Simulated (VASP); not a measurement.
The system is Si2Mo.

```
Si Mo
1.0
     4.61304    0.00000    0.00000
    -2.30652    3.99501    0.00000
     0.00000    0.00000    6.60957
Si Mo
6 3
Direct
  0.16398 0.83602 0.83333
  0.32795 0.16398 0.16667
  0.83602 0.67205 0.50000
  0.83602 0.16398 0.83333
  0.67205 0.83602 0.16667
  0.16398 0.32795 0.50000
  0.50000 0.00000 0.50000
  0.00000 0.50000 0.16667
  0.50000 0.50000 0.83333
```

```yaml
Program: VASP 6.6.1
Task: relaxation of cell and atoms
Functional: r2SCAN
Potentials_or_basis: VASP PAW PBE potentials, release 64 (Si, Mo_sv)
Cutoff: 600 eV
k_mesh: 6 × 6 × 4
Occupations: fermi-dirac, width 0.02 eV
Spin: no spin polarisation
```

At the start: pressure -3.4 GPa; volume 13.53 Å³/atom.

Question: Where does the relaxation end?

Answer: Over 8 steps the energy falls by 2.3 meV/atom and the volume is 13.32 Å³/atom (-1.6 %); space group P6_222 (No. 180, to 0.1 Å) before and after.

Step by step:
```tsv
step	energy change (eV)	largest force (eV/Å)	pressure (GPa)	volume (Å³)
1	0.0000	0.0176	-3.38	121.81
2	0.0359	0.0211	6.07	116.85
3	-0.0204	0.0193	-0.02	119.92
4	-0.0204	0.0193	0.05	119.88
5	-0.0206	0.0040	0.05	119.87
6	-0.0206	0.0042	0.05	119.87
7	-0.0206	0.0009	-0.07	119.93
8	-0.0206	0.0026	-0.01	119.90
```

Final structure:
```
CELL_PARAMETERS angstrom
4.58691 0.00000 0.00000
-2.29345 3.97238 0.00000
0.00000 0.00000 6.58022
ATOMIC_POSITIONS crystal
Si 0.16382 0.83618 0.83333
Si 0.32764 0.16382 0.16667
Si 0.83618 0.67236 0.50000
Si 0.83618 0.16382 0.83333
Si 0.67236 0.83618 0.16667
Si 0.16382 0.32764 0.50000
Mo 0.50000 0.00000 0.50000
Mo 0.00000 0.50000 0.16667
Mo 0.50000 0.50000 0.83333
```

Caveat: the PAW data sets were made with another functional, which shifts forces and pressure a little.
